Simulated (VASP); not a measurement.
# CoO (Fm-3m) in VASP: density of states with PBE

Aim: the density of states of CoO with PBE.

Everything below comes from runs of VASP 6.6.1. Logs are shortened: lines on timing, memory, paths and dates and some standing lists are left out, and cuts for length are marked.

## Step 1: The cell of the first run

Symmetry: Fm-3m, No. 225, cubic system. Conventional cell: a = 4.102 Å, b = 4.102 Å, c = 4.102 Å, α = 90.00°, β = 90.00°, γ = 90.00°. Within 2.7 Å of Co (site symmetry m-3m) lie 6 O at 2.05 Å. Within 2.7 Å of O (site symmetry m-3m) lie 6 Co at 2.05 Å.

## Step 2: Density of states, PBE

The input, POSCAR:

```
CoO
1.0
    0.0000000000      2.0508950814      2.0508950814
    2.0508950814      0.0000000000      2.0508950814
    2.0508950814      2.0508950814      0.0000000000
Co O
1 1
Direct
    0.0000000000      0.0000000000      0.0000000000
    0.5000000000      0.5000000000      0.5000000000
```

The input, INCAR.step1:

```
  PREC = Accurate
  ENCUT = 520
  EDIFF = 1E-7
  ISMEAR = 0
  SIGMA = 0.05
  LREAL = F
  LASPH = T
  NELM = 100
  ALGO = Normal
  ISIF = 2
  LWAVE = F
  LCHARG = T
  LMAXMIX = 4
  GGA = PE
  NBANDS = 14
```

The input, KPOINTS.step1:

```
regular mesh
0
Gamma
  14 14 14
```

The input, INCAR.step2:

```
  PREC = Accurate
  ENCUT = 520
  EDIFF = 1E-7
  ISMEAR = -5
  SIGMA = 0.05
  LREAL = F
  LASPH = T
  NELM = 100
  ALGO = Normal
  ISIF = 2
  LWAVE = F
  LCHARG = F
  LMAXMIX = 4
  GGA = PE
  LORBIT = 10
  NBANDS = 14
  NEDOS = 2001
  ICHARG = 11
```

The input, KPOINTS.step2:

```
regular mesh
0
Gamma
  21 21 21
```

Potentials or basis: VASP PAW PBE potentials, release 64 (Co, O).

The run is started by

```sh
> cat potpaw_PBE.64/Co/POTCAR potpaw_PBE.64/O/POTCAR > POTCAR
> cp INCAR.step1 INCAR
> cp KPOINTS.step1 KPOINTS
> mpirun -np 1 vasp_std > vasp.out
> cp INCAR.step2 INCAR
> cp KPOINTS.step2 KPOINTS
> mpirun -np 1 vasp_std > vasp.out
```

OUTCAR:

```text
PREC = Accurate
   ENCUT = 520
   EDIFF = 1E-7
   ISMEAR = -5
   LREAL = F
   LASPH = T
   NELM = 100
   ISIF = 2
   GGA = PE
   LORBIT = 10
   ICHARG = 11

 ion  position               nearest neighbor table
   1  0.000  0.000  0.000-   2 2.05   2 2.05   2 2.05   2 2.05   2 2.05   2 2.05
   2  0.500  0.500  0.500-   1 2.05   1 2.05   1 2.05   1 2.05   1 2.05   1 2.05

  LATTYP: Found a face centered cubic cell.
 ALAT       =     4.1017901628

  Lattice vectors:

 A1 = (   0.0000000000,   2.0508950814,   2.0508950814)
 A2 = (   2.0508950814,   0.0000000000,   2.0508950814)
 A3 = (   2.0508950814,   2.0508950814,   0.0000000000)

Analysis of symmetry for initial positions (statically):
=====================================================================
 Subroutine PRICEL returns:
 Original cell was already a primitive cell.

 Routine SETGRP: Setting up the symmetry group for a
 face centered cubic supercell.

 Subroutine GETGRP returns: Found 48 space group operations
 (whereof 48 operations were pure point group operations)
 out of a pool of 48 trial point group operations.

The static configuration has the point symmetry O_h .

Analysis of symmetry for dynamics (positions and initial velocities):
=====================================================================
 Subroutine PRICEL returns:
 Original cell was already a primitive cell.

 Routine SETGRP: Setting up the symmetry group for a
 face centered cubic supercell.

 Subroutine GETGRP returns: Found 48 space group operations
 (whereof 48 operations were pure point group operations)
 out of a pool of 48 trial point group operations.

The dynamic configuration has the point symmetry O_h .

 Subroutine INISYM returns: Found 48 space group operations
 (whereof 48 operations are pure point group operations),
 and found     1 'primitive' translations

----------------------------------------------------------------------------------------

                                     Primitive cell

  volume of cell :      17.2528

  direct lattice vectors                    reciprocal lattice vectors
     0.000000000  2.050895081  2.050895081    -0.243795992  0.243795992  0.243795992
     2.050895081  0.000000000  2.050895081     0.243795992 -0.243795992  0.243795992
     2.050895081  2.050895081  0.000000000     0.243795992  0.243795992 -0.243795992

  length of vectors
     2.900403639  2.900403639  2.900403639     0.422267044  0.422267044  0.422267044

  position of ions in fractional coordinates (direct lattice)
     0.000000000  0.000000000  0.000000000
     0.500000000  0.500000000  0.500000000

  ion indices of the primitive-cell ions
   primitive index   ion index
                 1           1
                 2           2

----------------------------------------------------------------------------------------

 KPOINTS: regular mesh

Automatic generation of k-mesh.
 Grid dimensions read from file:
 generate k-points for:   21   21   21

 Generating k-lattice:

  Cartesian coordinates                     Fractional coordinates (reciprocal lattice)
    -0.011609333  0.011609333  0.011609333     0.047619048  0.000000000  0.000000000
     0.011609333 -0.011609333  0.011609333     0.000000000  0.047619048  0.000000000
     0.011609333  0.011609333 -0.011609333     0.000000000  0.000000000  0.047619048

  Length of vectors
     0.020107954  0.020107954  0.020107954

  Shift w.r.t. Gamma in fractional coordinates (k-lattice)
     0.000000000  0.000000000  0.000000000

 TETIRR: Found   1276 inequivalent tetrahedra from    55566

 Subroutine IBZKPT returns following result:
 ===========================================

 Found    286 irreducible k-points:

 Following reciprocal coordinates:
            Coordinates               Weight
  0.000000  0.000000  0.000000      1.000000
  0.047619  0.000000  0.000000      8.000000
  0.095238  0.000000  0.000000      8.000000
  0.142857  0.000000  0.000000      8.000000
  0.190476  0.000000  0.000000      8.000000
  0.238095  0.000000  0.000000      8.000000
[... 16 lines left out ...]
 -0.428571  0.047619  0.000000     24.000000
 -0.380952  0.047619  0.000000     24.000000
 [... further k-points ...]
   k-points           NKPTS =    286   k-points in BZ     NKDIM =    286   number of bands    NBANDS=     14
   number of dos      NEDOS =   2001   number of ions     NIONS =      2
   total plane-waves  NPLWV =  13824
   dimension x,y,z NGX =    24 NGY =   24 NGZ =   24
   dimension x,y,z NGXF=    48 NGYF=   48 NGZF=   48
   ions per type =               1   1
   NGX,Y,Z   is equivalent  to a cutoff of  13.76, 13.76, 13.76 a.u.
   NGXF,Y,Z  is equivalent  to a cutoff of  27.51, 27.51, 27.51 a.u.
 SYSTEM =  unknown system
   PREC   = accura    normal or accurate (medium, high low for compatibility)
   ISTART =      0    job   : 0-new  1-cont  2-samecut
   ICHARG =     11    charge: 1-file 2-atom 10-const
   ISPIN  =      1    spin polarized calculation?
   LNONCOLLINEAR =      F non collinear calculations
   LSORBIT =      F    spin-orbit coupling
   LASPH  =      T    aspherical Exc in radial PAW
   ENCUT  =  520.0 eV  38.22 Ry    6.18 a.u.   5.39  5.39  5.39*2*pi/ulx,y,z
   NELM   =    100;   NELMIN=  2; NELMDL=  0     # of ELM steps
   EDIFF  = 0.1E-06   stopping-criterion for ELM
   LREAL  =      F    real-space projection
   EDIFFG = 0.1E-05   stopping-criterion for IOM
   NSW    =      0    number of steps for IOM
   IBRION =     -1    ionic relax: 0-MD 1-quasi-New 2-CG
   NFREE  =      0    steps in history (QN), initial steepest desc. (CG)
   ISIF   =      2    stress and relaxation
   ISYM   =      2    0-nonsym 1-usesym 2-fastsym
   POTIM  = 0.5000    time-step for ionic-motion
   TEBEG  =    0.0;   TEEND  =   0.0 temperature during run
   PSTRESS=    0.0 pullay stress
   NELECT =      15.0000    total number of electrons
   NUPDOWN=      -1.0000    fix difference up-down
   EMIN   =  10.00;   EMAX   =-10.00  energy-range for DOS
   EFERMI =   0.00;   METHOD = LEGACY
   ISMEAR =    -5;   SIGMA  =   0.05  broadening in eV -4-tet -1-fermi 0-gaus
   EFERMI_NEDOS =   21; number of points for ismear=-14 and -15
   IALGO  =     38    algorithm
   IMIX   =      4    mixing-type and parameters
     AMIX     =   0.40;   BMIX     =  1.00
     AMIX_MAG =   1.60;   BMIX_MAG =  1.00
  volume/ion in A,a.u.               =       8.63        58.21
  Fermi-wavevector in a.u.,A,eV,Ry     =   1.562494  2.952686 33.217111  2.441389
  Thomas-Fermi vector in A             =   2.665405
   LORBIT       =     10    0 simple, 1 ext, 2 COOP (PROOUT), +10 PAW based schemes
   GGA     = PE    functional components
   LHFCALC =     F    Hartree Fock is set to
   AEXX    =    0.0000 exact exchange contribution
   IVDW    =     0    specifies the selected vdW correction
   LEPSILON=     F    determine dielectric tensor
   LRPA    =     F    only Hartree local field effects (RPA)
 non-spin polarized calculation
 Fermi weights with tetrahedron method with Bloechl corrections
  energy-cutoff  :      520.00
  volume of cell :       17.25
 maximum number of plane-waves:       483
 NGX is ok and might be reduce to    24

 number of electron      15.0000002 magnetization

 Free energy of the ion-electron system (eV)
  ---------------------------------------------------
  ext. energy  EPLUGINS =         0.00000000
  ---------------------------------------------------
  free energy    TOTEN  =       -12.71480484 eV

  energy without entropy =      -12.71480484  energy(sigma->0) =      -12.71480484

 E-fermi :   9.4579     XC(G=0): -13.0844

 val. band max:        9.4946525558   @ k =   0.2381   0.0476   0.0000
 cond. band min:       9.4392292635   @ k =   0.1905   0.0000   0.0000
 fundamental gap:     -0.0554232922
 Fermi energy:         9.4579001571

 k-point     1 :       0.0000    0.0000    0.0000
  band No.  band energies     occupation
      1     -11.9669      2.00000
      2       5.6158      2.00000
      3       5.6158      2.00000
      4       5.6158      2.00000
      5       7.7323      2.00000
      6       7.7323      2.00000
      7       7.7323      2.00000
      8       8.1955      2.00000
      9       8.1956      2.00000
     10      11.3591      0.00000
     11      26.8102      0.00000
     12      28.9927      0.00000
     13      28.9927      0.00000
     14      28.9927      0.00000

 k-point     2 :       0.0476    0.0000    0.0000
  band No.  band energies     occupation
      1     -11.9391      2.00000
      2       5.4137      2.00000
      3       5.5085      2.00000
      4       5.5085      2.00000
      5       7.7646      2.00000
      6       7.7646      2.00000
      7       7.7885      2.00000
      8       8.3060      2.00000
      9       8.3061      2.00000
     10      11.5150      0.00000
     11      26.3757      0.00000
     12      28.9367      0.00000
     13      28.9367      0.00000
     14      29.2499      0.00000

 k-point     3 :       0.0952    0.0000    0.0000
  band No.  band energies     occupation
      1     -11.8569      2.00000
      2       4.9012      2.00000
      3       5.2400      2.00000
      4       5.2400      2.00000
      5       7.8423      2.00000
      6       7.8424      2.00000
      7       7.9101      2.00000
      8       8.6012      2.00000
      9       8.6013      2.00000
     10      11.9371      0.00000
     11      25.4481      0.00000
     12      28.7253      0.00000
     13      28.7253      0.00000
     14      29.6885      0.00000

 k-point     4 :       0.1429    0.0000    0.0000
  band No.  band energies     occupation
      1     -11.7247      2.00000
      2       4.2271      2.00000
      3       4.8988      2.00000
      4       4.8988      2.00000
      5       7.9503      2.00000
      6       7.9504      2.00000
      7       8.0475      2.00000
      8       9.0009      2.00000
      9       9.0009      2.08564
     10      12.5249      0.00000
     11      24.3769      0.00000
     12      28.2752      0.00000
     13      28.2752      0.00000
     14      30.0736      0.00000

 k-point     5 :       0.1905    0.0000    0.0000
  band No.  band energies     occupation
      1     -11.5508      2.00000
      2       3.4923      2.00000
      3       4.5440      2.00000
      4       4.5440      2.00000
      5       8.0836      2.00000
      6       8.0836      2.00000
      7       8.1944      2.00000
      8       9.4392      1.69282
      9       9.4392      0.66637
     10      13.1785      0.00000
     11      23.3018      0.00000
[... 276 lines left out ...]
 k-point    22 :      -0.4762    0.0476    0.0000
  band No.  band energies     occupation
      1     -10.4787      2.00000
      2       0.4694      2.00000
      3       3.2455      2.00000
      4       3.2705      2.00000
      5       8.8028      2.00000
      6       8.8180      2.00000
      7       9.1574      2.00000
      8      11.1454      0.00000
      9      11.2334      0.00000
     10      15.1802      0.00000
     11      20.1109      0.00000
     12      23.8880      0.00000
     13      24.1743      0.00000
     14      32.4093      0.00000

 k-point    23 :      -0.4286    0.0476    0.0000
  band No.  band energies     occupation
      1     -10.5307      2.00000
      2       0.5867      2.00000
      3       3.2971      2.00000
      4       3.3057      2.00000
      5       8.7607      2.00000
      6       8.7896      2.00000
      7       9.1065      2.00000
      8      11.0128      0.00000
      9      11.2314      0.00000
     10      15.1801      0.00000
     11      20.1576      0.00000
     12      24.0072      0.00000
     13      24.3183      0.00000
     14      32.2903      0.00000

 k-point    24 :      -0.3810    0.0476    0.0000
  band No.  band energies     occupation
      1     -10.6533      2.00000
      2       0.8717      2.00000
      3       3.3883      2.00000
      4       3.4317      2.00000
      5       8.6604      2.00000
      6       8.7154      2.00000
      7       8.9974      2.00000
      8      10.7891      0.00000
      9      11.1232      0.00000
     10      15.1366      0.00000
     11      20.3139      0.00000
     12      24.3045      0.00000
     13      24.6668      0.00000
     14      32.0418      0.00000

 [... further k-points ...]

------------------------ aborting loop because EDIFF is reached ----------------------------------------

  FORCE on cell =-STRESS in cart. coord.  units (eV):
  Direction    XX          YY          ZZ          XY          YZ          ZX
  --------------------------------------------------------------------------------------
  -------------------------------------------------------------------------------------
  Total       -0.1089029     -0.1089029     -0.1089029      0.0000000     -0.0000000      0.0000000
  in kB      -10.1132235    -10.1132235    -10.1132235      0.0000000     -0.0000000      0.0000000
  external PRESSURE =     -10.1132235 kB  Pullay stress =       0.0000000 kB

 VOLUME and BASIS-vectors are now :
 -----------------------------------------------------------------------------
  energy-cutoff  :      520.00
  volume of cell :       17.25
      direct lattice vectors                 reciprocal lattice vectors
     0.000000000  2.050895081  2.050895081    -0.243795992  0.243795992  0.243795992
     2.050895081  0.000000000  2.050895081     0.243795992 -0.243795992  0.243795992
     2.050895081  2.050895081  0.000000000     0.243795992  0.243795992 -0.243795992

 POSITION                                       TOTAL-FORCE (eV/Angst)
 -----------------------------------------------------------------------------------
      0.00000      0.00000      0.00000         0.000000      0.000000     -0.000000
      2.05090      2.05090      2.05090         0.000000     -0.000000      0.000000
 -----------------------------------------------------------------------------------
    total drift:                                0.000000     -0.000000     -0.000000

  FREE ENERGIE OF THE ION-ELECTRON SYSTEM (eV)
  ---------------------------------------------------
  free  energy   TOTEN  =       -12.7148048360 eV

  energy  without entropy=      -12.7148048360  energy(sigma->0) =      -12.71480484

 total charge

# of ion       s       p       d       tot
------------------------------------------
    1        0.308   0.403   7.399   8.110
    2        1.554   3.424   0.000   4.978
--------------------------------------------------
tot          1.862   3.827   7.399  13.088
```

It took 33 s on 1 thread of Intel Xeon Platinum 8488C (Sapphire Rapids), shared host; peak memory 0.2 GiB.

Results:

| Property | Result |
| --- | --- |
| Valence electrons inside the program's atomic spheres | Co 8.11; O 4.98 |

Levels at points of the mesh, in eV from the Fermi level:
| k point | band 6 | band 7 | band 8 | band 9 | band 10 | band 11 |
| --- | --- | --- | --- | --- | --- | --- |
| (0.00, 0.00, 0.00) | -1.73 | -1.73 | -1.26 | -1.26 | 1.90 | 17.35 |

Caveat: an odd number of electrons without spin polarisation forces a metal; a magnetic or distorted state may lie lower; the run has no spin polarisation, though such a crystal can be magnetic; semilocal functionals often make such compounds metallic where correlation or magnetic order opens a gap, which also shifts bond lengths; tetrahedron occupations give inexact forces and stress in metals. Spin polarisation is off, so any magnetic state and its effect on volume and gap are missing.
